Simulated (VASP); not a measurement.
# Au in VASP: further runs

Au is run at these levels: PBEsol; tasks: single point.

Program: VASP 6.6.1. These are calculated values, not measurements. Logs are shortened: lines on timing, memory, paths and dates and some standing lists are left out, and cuts for length are marked.

## Step 1: The cell of the first run

Symmetry: R-3m, No. 166, trigonal system. The conventional cell has a = 2.744 Å, b = 2.744 Å, c = 7.520 Å, α = 90.00°, β = 90.00°, γ = 120.00°. Au (site symmetry -3m) has 12 Au at 2.74 to 2.97 Å within 3.6 Å.

## Step 2: Single point, PBEsol

INCAR

```
SYSTEM = Au
  ALGO = Fast
  EDIFF = 1E-6
  ENCUT = 520
  GGA = PS
  ISIF = 2
  ISMEAR = 0
  ISYM = 0
  LASPH = .TRUE.
  LCHARG = .TRUE.
  LELF = .TRUE.
  LREAL = .FALSE.
  LVHAR = .TRUE.
  LWAVE = .FALSE.
  NBANDS = 12
  NELM = 80
  PREC = Accurate
  SIGMA = 0.1
```

KPOINTS

```
k-points
0
G
  15 15 14
  0 0 0
```

POSCAR

```
Au
1.0
    2.7439667418      0.0000000000      0.0000000000
   -1.3719833709      2.3763449055      0.0000000000
    1.3719833709      0.7921149685      2.5068287608
Au
1
Direct
    0.0000000000      0.0000000000      0.0000000000
```

Potentials or basis: VASP PAW PBE potentials, release 64 (Au).

Launch:

```bash
$ cat potpaw_PBE.64/Au/POTCAR > POTCAR
$ mpirun -np 1 vasp_std > vasp.out
```

OUTCAR:

```text
SYSTEM = Au
   EDIFF = 1E-6
   ENCUT = 520
   GGA = PS
   ISIF = 2
   ISMEAR = 0
   ISYM = 0
   LASPH = .TRUE.
   LREAL = .FALSE.
   NELM = 80
   PREC = Accurate

 ion  position               nearest neighbor table
   1  0.000  0.000  0.000-

IMPORTANT INFORMATION: All symmetrisations will be switched off!
NOSYMM: (Re-)initialisation of all symmetry stuff for point group C_1.

----------------------------------------------------------------------------------------

                                     Primitive cell

  volume of cell :      16.3461

  direct lattice vectors                    reciprocal lattice vectors
     2.743966742  0.000000000  0.000000000     0.364435904  0.210407167 -0.265940250
    -1.371983371  2.376344905  0.000000000     0.000000000  0.420814335 -0.132970125
     1.371983371  0.792114968  2.506828761     0.000000000  0.000000000  0.398910375

  length of vectors
     2.743966742  2.743966742  2.965463695     0.497804099  0.441322737  0.398910375

  position of ions in fractional coordinates (direct lattice)
     0.000000000  0.000000000  0.000000000

  ion indices of the primitive-cell ions
   primitive index   ion index
                 1           1

----------------------------------------------------------------------------------------

 KPOINTS: k-points

Automatic generation of k-mesh.
 Grid dimensions read from file:
 generate k-points for:   15   15   14

 Generating k-lattice:

  Cartesian coordinates                     Fractional coordinates (reciprocal lattice)
     0.024295727  0.014027144 -0.017729350     0.066666667  0.000000000  0.000000000
     0.000000000  0.028054289 -0.008864675     0.000000000  0.066666667  0.000000000
     0.000000000  0.000000000  0.028493598     0.000000000  0.000000000  0.071428571

  Length of vectors
     0.033186940  0.029421516  0.028493598

  Shift w.r.t. Gamma in fractional coordinates (k-lattice)
     0.000000000  0.000000000  0.000000000

 -----------------------------------------------------------------------------
|                                                                             |
|           W    W    AA    RRRRR   N    N  II  N    N   GGGG   !!!           |
|           W    W   A  A   R    R  NN   N  II  NN   N  G    G  !!!           |
|           W    W  A    A  R    R  N N  N  II  N N  N  G       !!!           |
|           W WW W  AAAAAA  RRRRR   N  N N  II  N  N N  G  GGG   !            |
|           WW  WW  A    A  R   R   N   NN  II  N   NN  G    G                |
|           W    W  A    A  R    R  N    N  II  N    N   GGGG   !!!           |
|                                                                             |
|     Your reciprocal lattice and k-lattice belong to different lattice       |
|     classes:                                                                |
|                                                                             |
|        The reciprocal lattice is rhombohedral (trigonal),                   |
|        whereas your k-lattice is base-centered monoclinic.                  |
|                                                                             |
|     Results are often still useful ...                                      |
|                                                                             |
 -----------------------------------------------------------------------------

 WARNING: IBZKPT: internal override: KBLOWUP is changed to .FALSE.
      ... skipping the blow-up phase ...

 Subroutine IBZKPT returns following result:
 ===========================================

 Found   1576 irreducible k-points:

 Following reciprocal coordinates:
            Coordinates               Weight
  0.000000  0.000000  0.000000      1.000000
  0.066667  0.000000  0.000000      2.000000
  0.133333  0.000000  0.000000      2.000000
  0.200000 -0.000000 -0.000000      2.000000
  0.266667  0.000000  0.000000      2.000000
  0.333333 -0.000000 -0.000000      2.000000
[... 16 lines left out ...]
 -0.066667  0.066667  0.000000      2.000000
  0.000000  0.133333  0.000000      2.000000
 [... further k-points ...]
   k-points           NKPTS =   1576   k-points in BZ     NKDIM =   1576   number of bands    NBANDS=     12
   number of dos      NEDOS =    301   number of ions     NIONS =      1
   total plane-waves  NPLWV =   9600
   dimension x,y,z NGX =    20 NGY =   20 NGZ =   24
   dimension x,y,z NGXF=    40 NGYF=   40 NGZF=   48
   ions per type =               1
   NGX,Y,Z   is equivalent  to a cutoff of  12.12, 12.12, 13.45 a.u.
   NGXF,Y,Z  is equivalent  to a cutoff of  24.23, 24.23, 26.91 a.u.
 SYSTEM =  Au
   PREC   = accura    normal or accurate (medium, high low for compatibility)
   ISTART =      0    job   : 0-new  1-cont  2-samecut
   ICHARG =      2    charge: 1-file 2-atom 10-const
   ISPIN  =      1    spin polarized calculation?
   LNONCOLLINEAR =      F non collinear calculations
   LSORBIT =      F    spin-orbit coupling
   LASPH  =      T    aspherical Exc in radial PAW
   ENCUT  =  520.0 eV  38.22 Ry    6.18 a.u.   5.10  5.10  5.51*2*pi/ulx,y,z
   NELM   =     80;   NELMIN=  2; NELMDL= -5     # of ELM steps
   EDIFF  = 0.1E-05   stopping-criterion for ELM
   LREAL  =      F    real-space projection
   EDIFFG = 0.1E-04   stopping-criterion for IOM
   NSW    =      0    number of steps for IOM
   IBRION =     -1    ionic relax: 0-MD 1-quasi-New 2-CG
   NFREE  =      0    steps in history (QN), initial steepest desc. (CG)
   ISIF   =      2    stress and relaxation
   ISYM   =      0    0-nonsym 1-usesym 2-fastsym
   POTIM  = 0.5000    time-step for ionic-motion
   TEBEG  =    0.0;   TEEND  =   0.0 temperature during run
   PSTRESS=    0.0 pullay stress
   NELECT =      11.0000    total number of electrons
   NUPDOWN=      -1.0000    fix difference up-down
   EMIN   =  10.00;   EMAX   =-10.00  energy-range for DOS
   EFERMI =   0.00;   METHOD = LEGACY
   ISMEAR =     0;   SIGMA  =   0.10  broadening in eV -4-tet -1-fermi 0-gaus
   EFERMI_NEDOS =   21; number of points for ismear=-14 and -15
   IALGO  =     68    algorithm
   IMIX   =      4    mixing-type and parameters
     AMIX     =   0.40;   BMIX     =  1.00
     AMIX_MAG =   1.60;   BMIX_MAG =  1.00
  volume/ion in A,a.u.               =      16.35       110.31
  Fermi-wavevector in a.u.,A,eV,Ry     =   1.434613  2.711025 28.002343  2.058114
  Thomas-Fermi vector in A             =   2.554002
   LORBIT       =      0    0 simple, 1 ext, 2 COOP (PROOUT), +10 PAW based schemes
   GGA     = PS    functional components
   LHFCALC =     F    Hartree Fock is set to
   AEXX    =    0.0000 exact exchange contribution
   IVDW    =     0    specifies the selected vdW correction
   LEPSILON=     F    determine dielectric tensor
   LRPA    =     F    only Hartree local field effects (RPA)
 non-spin polarized calculation
 RMM-DIIS sequential band-by-band and
 Gauss-broadening in eV      SIGMA  =   0.10
  energy-cutoff  :      520.00
  volume of cell :       16.35
 maximum number of plane-waves:       453
   NGX = 11   NGY = 11   NGZ = 11

 number of electron      11.0000002 magnetization

 Free energy of the ion-electron system (eV)
  ---------------------------------------------------
  ext. energy  EPLUGINS =         0.00000000
  ---------------------------------------------------
  free energy    TOTEN  =        -3.85674437 eV

  energy without entropy =       -3.85471875  energy(sigma->0) =       -3.85573156

 E-fermi :   9.9558     XC(G=0): -13.1194

 val. band max:        9.9523435575   @ k =  -0.3333   0.0000   0.1429
 cond. band min:       9.9639109816   @ k =   0.2667   0.2000   0.0714
 fundamental gap:      0.0115674241
 Fermi energy:         9.9558303688

 k-point     1 :       0.0000    0.0000    0.0000
  band No.  band energies     occupation
      1      -0.4024      2.00000
      2       4.3802      2.00000
      3       5.2348      2.00000
      4       5.2349      2.00000
      5       6.8997      2.00000
      6       6.9002      2.00000
      7      23.7504      0.00000
      8      26.9165      0.00000
      9      30.0232      0.00000
     10      30.0234      0.00000
     11      33.2834      0.00000
     12      36.9600      0.00000

 k-point     2 :       0.0667    0.0000    0.0000
  band No.  band energies     occupation
      1      -0.1851      2.00000
      2       4.4304      2.00000
      3       5.1741      2.00000
      4       5.3402      2.00000
      5       6.7632      2.00000
      6       6.9359      2.00000
      7      23.9391      0.00000
      8      26.8732      0.00000
      9      29.2466      0.00000
     10      29.9510      0.00000
     11      34.1816      0.00000
     12      36.2019      0.00000

 k-point     3 :       0.1333    0.0000    0.0000
  band No.  band energies     occupation
      1       0.4432      2.00000
      2       4.4209      2.00000
      3       5.1749      2.00000
      4       5.6492      2.00000
      5       6.4135      2.00000
      6       7.0392      2.00000
      7      24.3057      0.00000
      8      26.8294      0.00000
      9      28.0453      0.00000
     10      29.4094      0.00000
     11      33.6390      0.00000
     12      35.3596      0.00000

 k-point     4 :       0.2000   -0.0000   -0.0000
  band No.  band energies     occupation
      1       1.3803      2.00000
      2       4.1280      2.00000
      3       5.4741      2.00000
      4       6.0836      2.00000
      5       6.1391      2.00000
      6       7.1990      2.00000
      7      24.1564      0.00000
      8      26.8143      0.00000
      9      27.2073      0.00000
     10      27.9324      0.00000
     11      31.0083      0.00000
     12      34.2973      0.00000

 k-point     5 :       0.2667    0.0000    0.0000
  band No.  band energies     occupation
      1       2.2962      2.00000
      2       3.7404      2.00000
      3       5.7729      2.00000
      4       6.3648      2.00000
      5       6.7612      2.00000
      6       7.3993      2.00000
      7      22.8834      0.00000
      8      25.9096      0.00000
      9      25.9268      0.00000
     10      27.1215      0.00000
     11      28.5402      0.00000
     12      35.3923      0.00000
[... 228 lines left out ...]
      1       0.9912      2.00000
      2       4.3355      2.00000
      3       5.1992      2.00000
      4       5.9508      2.00000
      5       6.2633      2.00000
      6       7.0814      2.00000
      7      24.4155      0.00000
      8      26.1723      0.00000
      9      27.3721      0.00000
     10      29.4111      0.00000
     11      32.7192      0.00000
     12      33.9840      0.00000

 k-point    22 :      -0.1333    0.0667    0.0000
  band No.  band energies     occupation
      1       0.1959      2.00000
      2       4.5033      2.00000
      3       5.0723      2.00000
      4       5.5501      2.00000
      5       6.6030      2.00000
      6       6.9250      2.00000
      7      24.2785      0.00000
      8      26.6125      0.00000
      9      28.2785      0.00000
     10      30.3084      0.00000
     11      34.0157      0.00000
     12      34.7601      0.00000

 k-point    23 :      -0.0667    0.0667    0.0000
  band No.  band energies     occupation
      1      -0.2278      2.00000
      2       4.4436      2.00000
      3       5.1605      2.00000
      4       5.3348      2.00000
      5       6.8369      2.00000
      6       6.8551      2.00000
      7      23.9916      0.00000
      8      27.0071      0.00000
      9      29.0067      0.00000
     10      30.1922      0.00000
     11      33.9832      0.00000
     12      36.4131      0.00000

 k-point    24 :       0.0000    0.1333    0.0000
  band No.  band energies     occupation
      1       0.2752      2.00000
      2       4.6092      2.00000
      3       4.9783      2.00000
      4       5.6128      2.00000
      5       6.6916      2.00000
      6       6.7447      2.00000
      7      24.5905      0.00000
      8      26.2130      0.00000
      9      28.4067      0.00000
     10      30.6492      0.00000
     11      33.7351      0.00000
     12      34.3128      0.00000

 [... further k-points ...]

------------------------ aborting loop because EDIFF is reached ----------------------------------------

  FORCE on cell =-STRESS in cart. coord.  units (eV):
  Direction    XX          YY          ZZ          XY          YZ          ZX
  --------------------------------------------------------------------------------------
  -------------------------------------------------------------------------------------
  Total        1.6218168      1.6245185      0.0486900     -0.0023350     -0.0041931     -0.0072627
  in kB      158.9642218    159.2290299      4.7724082     -0.2288668     -0.4109894     -0.7118636
  external PRESSURE =     107.6552199 kB  Pullay stress =       0.0000000 kB

 VOLUME and BASIS-vectors are now :
 -----------------------------------------------------------------------------
  energy-cutoff  :      520.00
  volume of cell :       16.35
      direct lattice vectors                 reciprocal lattice vectors
     2.743966742  0.000000000  0.000000000     0.364435904  0.210407167 -0.265940250
    -1.371983371  2.376344905  0.000000000     0.000000000  0.420814335 -0.132970125
     1.371983371  0.792114968  2.506828761     0.000000000  0.000000000  0.398910375

 POSITION                                       TOTAL-FORCE (eV/Angst)
 -----------------------------------------------------------------------------------
      0.00000      0.00000      0.00000        -0.000001      0.000000      0.000000
 -----------------------------------------------------------------------------------
    total drift:                               -0.000001      0.000000      0.000000

  FREE ENERGIE OF THE ION-ELECTRON SYSTEM (eV)
  ---------------------------------------------------
  free  energy   TOTEN  =        -3.8567443700 eV

  energy  without entropy=       -3.8547187532  energy(sigma->0) =       -3.85573156
```

Wall time 3.2 min (1 thread of Intel Xeon Platinum 8259CL at 2.50GHz (Skylake/Cascade Lake), shared host); peak memory 0.39 GiB.

Results:

| Property | Result |
| --- | --- |
| Free energy | -3.8567 eV |
| Pressure | 10.8 GPa |
| Band gap on the k mesh | zero (an odd number of electrons rules out a gap without spin polarisation) |

Levels at points of the mesh, in eV from the Fermi level:
```
           k point  band 2  band 3  band 4  band 5  band 6  band 7  band 8  band 9  band 10  band 11
(0.00, 0.00, 0.00)   -5.58   -4.72   -4.72   -3.06   -3.06   13.79   16.96   20.07    20.07    23.33
(0.00, 0.00, 0.50)   -4.89   -4.89   -2.07   -2.07   -1.94    1.86   14.78   19.29    19.29    26.89
```

Caveat: the cell stands under pressure; the PAW data sets were made with another functional, which shifts forces and pressure a little; spin-orbit coupling is left out, which moves the levels of the heavy elements.

## Step 3: Single point, PBEsol

This run uses another cell than the first one, of 16.46 Å³/atom.

INCAR

```
PREC = Accurate
ENCUT = 520
EDIFF = 1E-6
ISMEAR = 0
SIGMA = 0.1
LREAL = F
LASPH = T
NELM = 100
ALGO = Fast
ISIF = 2
LWAVE = F
LCHARG = F
GGA = PS
ISYM = 0
NBANDS = 12
```

KPOINTS

```
regular mesh
0
Gamma
  15 15 14
```

POSCAR

```
Au
1.0
    2.7437837754     -0.0001056357     -0.0316869438
   -1.3719833709      2.3763449055      0.0000000000
    1.3429128857      0.7753311161      2.5039406671
Au
1
Direct
    0.0000000000      0.0000000000      0.0000000000
```

Potentials or basis: VASP PAW PBE potentials, release 64 (Au).

Launch:

```bash
$ cat potpaw_PBE.64/Au/POTCAR > POTCAR
$ mpirun -np 1 vasp_std > vasp.out
```

Run time: 4 min. Hardware: 1 thread of Intel Xeon Platinum 8259CL at 2.50GHz (Skylake/Cascade Lake), shared host; peak memory 0.38 GiB.

The run converged. Its results:

```yaml
Free_energy: -3.8571 eV
Pressure: 9.6 GPa
Band_gap_on_the_k_mesh: zero (an odd number of electrons rules out a gap without spin polarisation)
```

Stress tensor (GPa, compression positive):
```
14.66  0.13 -0.21
 0.13 14.51 -0.12
-0.21 -0.12 -0.31
```

Levels at points of the mesh, in eV from the Fermi level:
```tsv
k point	band 3	band 4	band 5	band 6	band 7	band 8	band 9	band 10
(0.00, 0.00, 0.00)	-4.70	-4.65	-3.09	-2.92	13.71	16.89	20.09	20.24
(0.00, 0.00, 0.50)	-4.83	-2.12	-1.99	-1.92	1.77	14.86	19.32	19.44
```

Caveat: the cell stands under pressure; the PAW data sets were made with another functional, which shifts forces and pressure a little; spin-orbit coupling is left out, which moves the levels of the heavy elements.
